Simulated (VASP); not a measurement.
# Pd (I4/mmm) in VASP: notebook, part 2 of 2

VASP 6.6.1.

**3. Single point, PBE**

This run uses another cell than the first one, of the same volume but with other edges.

File INCAR:

```
SYSTEM = Pd
PREC = Accurate
ENCUT = 520
EDIFF = 1E-6
ISMEAR = 0
SIGMA = 0.15
LREAL = .False.
LASPH = .True.
NELM = 80
ALGO = Fast
ISIF = 2
LWAVE = .False.
LCHARG = .False.
GGA = PE
NBANDS = 11
```

File KPOINTS:

```
Automatic mesh
0
Gamma
  24 24 24
  0 0 0
```

File POSCAR:

```
Pd
1.0
    0.0000000000      2.1128357763      1.6480119055
    2.1128357763      0.0000000000      1.6480119055
    2.1128357763      2.1128357763      0.0000000000
Pd
1
Direct
    0.0000000000      0.0000000000      0.0000000000
```

Potentials or basis: VASP PAW PBE potentials, release 64 (Pd).

On the command line:

```
> cat potpaw_PBE.64/Pd/POTCAR > POTCAR
> mpirun -np 1 vasp_std > vasp.out
```

Wall time 66 s (1 thread of Intel Xeon 6975P-C (Granite Rapids), shared host); peak memory 0.28 GiB.

It converged, with:

| Quantity | Value |
| --- | --- |
| Free energy | -5.1718 eV |
| Pressure | 8.6 GPa |
| Band gap on the k mesh | zero (band 5 reaches 10.49 eV, above the bottom of band 6 at 8.89 eV) |

Stress tensor (GPa, compression positive):
```
 7.56  0.00  0.00
 0.00  7.56  0.00
 0.00  0.00 10.66
```

Levels at points of the mesh, in eV from the Fermi level:
```csv
k point,band 3,band 4,band 5,band 6,band 7,band 8
"(0.00, 0.00, 0.00)",-3.13,-2.49,-1.41,-0.70,18.31,20.07
"(0.50, 0.00, 0.00)",-1.55,-0.60,0.51,1.21,7.69,15.62
"(0.50, 0.50, 0.00)",0.10,0.29,0.29,7.32,10.33,10.33
"(0.50, 0.00, 0.50)",-0.55,-0.46,0.67,1.90,8.73,14.43
```

**4. Single point, PBE**

This run uses another cell than the first one, of the same volume but with other edges.

File INCAR:

```
SYSTEM = Pd
ALGO     = Fast           ! electronic algorithm
EDIFF    = 1E-6           ! SCF threshold, eV
ENCUT    = 520            ! plane-wave cutoff, eV
GGA      = PE             ! functional
ISIF     = 2              ! what is computed and relaxed
ISMEAR   = 0              ! smearing method
LASPH    = .True.         ! aspherical terms in the spheres
LCHARG   = .True.         ! write CHGCAR
LELF     = .True.         ! ELF
LREAL    = .False.        ! projectors in reciprocal space
LVHAR    = .True.       
LWAVE    = .False.        ! write WAVECAR
NBANDS   = 11             ! bands
NELM     = 80             ! most SCF steps
PREC     = Accurate       ! precision mode
SIGMA    = 0.15           ! smearing width, eV
```

File KPOINTS:

```
k-points
0
Gamma
  24 24 24
  0 0 0
```

File POSCAR:

```
Pd
1.0
    0.0000000000      1.7820347101      2.3166451232
    1.7820347101      0.0000000000      2.3166451232
    1.7820347101      1.7820347101      0.0000000000
Pd
1
Direct
    0.0000000000      0.0000000000      0.0000000000
```

On the command line:

```
> cat potpaw_PBE.64/Pd/POTCAR > POTCAR
> mpirun -np 1 vasp_std > vasp.out
```

Run time: 53 s. Hardware: 1 thread of Intel Xeon 6975P-C (Granite Rapids), shared host; peak memory 0.28 GiB.

It converged, with:

```yaml
Free_energy: -4.9930 eV
Pressure: 15.0 GPa
Band_gap_on_the_k_mesh: zero (band 5 reaches 11.27 eV, above the bottom of band 6 at 8.67 eV)
```

Stress tensor (GPa, compression positive):
```
26.74  0.00  0.00
 0.00 26.74  0.00
 0.00  0.00 -8.60
```

Levels at points of the mesh, in eV from the Fermi level:
```tsv
k point	band 3	band 4	band 5	band 6	band 7	band 8
(0.00, 0.00, 0.00)	-2.86	-1.70	-1.70	-0.05	18.01	18.27
(0.50, 0.00, 0.00)	-1.89	-0.26	0.21	1.23	7.79	14.39
(0.50, 0.50, 0.00)	0.17	0.17	0.27	0.59	6.58	16.80
(0.50, 0.00, 0.50)	-0.93	-0.35	1.44	5.34	11.72	12.84
```

**5. Single point, PBE**

This run uses another cell than the first one, of the same volume but with other edges.

File INCAR:

```
PREC = Accurate
ENCUT = 520
EDIFF = 1E-6
ISMEAR = 0
SIGMA = 0.15
LREAL = False
LASPH = True
NELM = 100
ALGO = Fast
ISIF = 2
LWAVE = False
LCHARG = True
GGA = PE
LELF = True
LVHAR = True
NBANDS = 11
```

File KPOINTS:

```
Automatic mesh
0
Gamma
  24 24 24
```

File POSCAR:

```
Pd
1.0
    0.0000000000      1.9997145223      1.8397373605
    1.9997145223      0.0000000000      1.8397373605
    1.9997145223      1.9997145223      0.0000000000
Pd
1
Direct
    0.0000000000      0.0000000000      0.0000000000
```

Potentials or basis: VASP PAW PBE potentials, release 64 (Pd).

On the command line:

```
> cat potpaw_PBE.64/Pd/POTCAR > POTCAR
> mpirun -np 1 vasp_std > vasp.out
```

OUTCAR:

```text
PREC = Accurate
   ENCUT = 520
   EDIFF = 1E-6
   ISMEAR = 0
   LREAL = False
   LASPH = True
   NELM = 100
   ISIF = 2
   GGA = PE

 ion  position               nearest neighbor table
   1  0.000  0.000  0.000-

  LATTYP: Found a body centered tetragonal cell.
 ALAT       =     2.8280233983
 C/A-ratio  =     1.3010764774

  Lattice vectors:

 A1 = (   0.0000000000,  -1.9997145223,  -1.8397373605)
 A2 = (   0.0000000000,   1.9997145223,  -1.8397373605)
[... 516 lines left out ...]
     11      36.3665      0.00000

 [... further k-points ...]

------------------------ aborting loop because EDIFF is reached ----------------------------------------

  FORCE on cell =-STRESS in cart. coord.  units (eV):
  Direction    XX          YY          ZZ          XY          YZ          ZX
  --------------------------------------------------------------------------------------
  -------------------------------------------------------------------------------------
  Total        0.6127463      0.6127463      0.8961247      0.0000000     -0.0000000     -0.0000000
  in kB       66.7220636     66.7220636     97.5791867      0.0000000     -0.0000000     -0.0000000
  external PRESSURE =      77.0077713 kB  Pullay stress =       0.0000000 kB

 VOLUME and BASIS-vectors are now :
 -----------------------------------------------------------------------------
  energy-cutoff  :      520.00
  volume of cell :       14.71
      direct lattice vectors                 reciprocal lattice vectors
     0.000000000  1.999714522  1.839737361    -0.250035690  0.250035690  0.271777924
     1.999714522  0.000000000  1.839737361     0.250035690 -0.250035690  0.271777924
     1.999714522  1.999714522  0.000000000     0.250035690  0.250035690 -0.271777924

 POSITION                                       TOTAL-FORCE (eV/Angst)
 -----------------------------------------------------------------------------------
      0.00000      0.00000      0.00000         0.000000     -0.000000     -0.000000
 -----------------------------------------------------------------------------------
    total drift:                                0.000000     -0.000000      0.000000

  FREE ENERGIE OF THE ION-ELECTRON SYSTEM (eV)
  ---------------------------------------------------
  free  energy   TOTEN  =        -5.2085849094 eV

  energy  without entropy=       -5.1855959409  energy(sigma->0) =       -5.19709043
```

stdout:

```text
POSCAR found type information on POSCAR Pd
 POSCAR found :  1 types and       1 ions
 scaLAPACK will be used
 LDA part: xc-table for (Slater+PW92), standard interpolation
 POSCAR, INCAR and KPOINTS ok, starting setup
 FFT: planning ... GRIDC
 FFT: planning ... GRID_SOFT
 FFT: planning ... GRID
 WAVECAR not read
 entering main loop
WARNING in EDDRMM: call to ZHEGV failed, returncode =   6  3     11
```

It took 58 s on 1 thread of Intel Xeon 6975P-C (Granite Rapids), shared host; peak memory 0.28 GiB.

What came out:

```yaml
Free_energy: -5.2086 eV
Pressure: 7.7 GPa
Band_gap_on_the_k_mesh: zero (band 5 reaches 10.33 eV, above the bottom of band 6 at 8.48 eV)
```

**6. Summary**

| cell | further INCAR settings | gap on the mesh (eV) | pressure (GPa) |
| --- | --- | --- | --- |
| a = 2.859, b = 2.859, c = 2.588 Å, angles 63.1, 63.1, 53.8°, 1 atom | ALGO = Fast; EDIFF = 1e-07; NBANDS = 11 | none | 10.4 |
| a = 2.680, b = 2.680, c = 2.988 Å, angles 56.1, 56.1, 67.8°, 1 atom | ALGO = Fast; EDIFF = 1e-06; NBANDS = 11 | none | 8.6 |
| a = 2.923, b = 2.923, c = 2.520 Å, angles 64.5, 64.5, 51.1°, 1 atom | ALGO = Fast; EDIFF = 1e-06; NBANDS = 11 | none | 15.0 |
| a = 2.717, b = 2.717, c = 2.828 Å, angles 58.6, 58.6, 62.7°, 1 atom | ALGO = Fast; EDIFF = 1e-06; NBANDS = 11 | none | 7.7 |

Alike in all rows: task single point; level PBE; potentials or basis VASP PAW PBE potentials, release 64 (Pd); no spin polarisation; k mesh 24 × 24 × 24; cutoff (eV) 520; smearing gaussian 0.15 eV.

Absolute energies hang on the potentials; compare differences alone.
